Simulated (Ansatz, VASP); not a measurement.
**One calculation of Pt, two programs**

The input INCAR:

```
SYSTEM = Pt
PREC     = Accurate       ! precision mode
ENCUT    = 520            ! plane-wave cutoff, eV
EDIFF    = 1E-7           ! SCF threshold, eV
ISMEAR   = 1              ! smearing method
SIGMA    = 0.15           ! smearing width, eV
LREAL    = .FALSE.        ! projectors in reciprocal space
LASPH    = .TRUE.         ! aspherical terms in the spheres
NELM     = 80             ! most SCF steps
ALGO     = Normal         ! electronic algorithm
ISIF     = 2              ! what is computed and relaxed
LWAVE    = .FALSE.        ! write WAVECAR
LCHARG   = .FALSE.        ! write CHGCAR
GGA      = PS             ! functional
NBANDS   = 11             ! bands
```

Contents of KPOINTS:

```
regular mesh
0
G
  9 9 9
  0 0 0
```

Contents of POSCAR:

```
Pt
1.0
   -1.4949301122      1.5435887431      1.5237019986
    1.5177419652     -1.5508066730      1.5537217982
    1.5150265061      1.5709030669     -1.5309199285
Pt
1
Direct
    0.0000000000      0.0000000000      0.0000000000
```

Input for Ansatz:

```yaml
crystal:
  lattice:
    - [-1.494930112212656, 1.5435887431130952, 1.5237019986006466]
    - [1.5177419652301987, -1.550806672973788, 1.553721798173404]
    - [1.5150265061401456, 1.5709030669012778, -1.5309199284613393]
  atoms:
    - { symbol: Pt, position: [0.0, 0.0, 0.0] }
basis:
  ecutwfc: 540.0
  xc_grid: 2
kpoints:
  mp_grid:
    grid: [9, 9, 9]
hamiltonian:
  xc: pbesol
scf:
  convergence:
    dr2_threshold: 1.0e-09
  occupations:
    method: cold
    width: 0.15
output:
  forces: true
  stress: true
```

Alike in both runs: task single point; functional PBEsol; k mesh 9 × 9 × 9; no spin polarisation.

|  | VASP | Ansatz |
| --- | --- | --- |
| version | VASP 6.6.1 | Ansatz 0.2.0 |
| potentials or method | VASP PAW PBE potentials, release 64 (Pt), cutoff 520 eV | plane waves, PAW |
| occupations | methfessel-paxton of order 1, width 0.15 eV | cold, width 0.15 eV |
| valence electrons in the cell | 10 | 18 |

Ansatz gave:

- pressure (GPa): 13.6
- traceless stress, the component that is largest in VASP (GPa): -3.56

Q: Estimate VASP's values.

A: Pressure (GPa): 13.2; traceless stress, the component that is largest in VASP (GPa): -3.51.

VASP's potentials were made for PBE, not for PBEsol. VASP's potentials hold 10 valence electrons a cell and Ansatz's 18, so a difference there can come from the potentials and not from the codes. Ansatz's warnings: stress scf threshold loose.

Spin-orbit coupling is off throughout.
